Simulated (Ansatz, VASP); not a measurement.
Two plane-wave programs on GaN

```
Ga N
1.0
     3.18000    0.00000    0.00000
    -1.59000    2.75396    0.00000
     0.00000    0.00000    5.16600
Ga N
2 2
Direct
  0.33333 0.66667 0.00000
  0.66667 0.33333 0.50000
  0.33333 0.66667 0.37500
  0.66667 0.33333 0.87500
```

Alike in both runs: task relaxation of cell and atoms; functional PBEsol; k mesh 14 × 14 × 8; occupations fermi-dirac, width 0.08 eV; no spin polarisation.

```csv
,VASP,Ansatz
version,VASP 6.6.1,Ansatz 0.2.0
potentials or method,"VASP PAW PBE potentials, release 64 (Ga_d, N)","PAW with Ansatz's default frozen-core files, scalar-relativistic"
plane-wave cutoff (eV),600,420
valence electrons in the cell,36,36
```

```csv
,VASP,Ansatz,Ansatz less VASP
relaxed volume (Å³/atom),11.35,11.37,+0.022
relaxed cell length with the largest relative difference (Å),3.180,3.183,+0.0023
```

VASP's potentials were made for PBE, not for PBEsol.
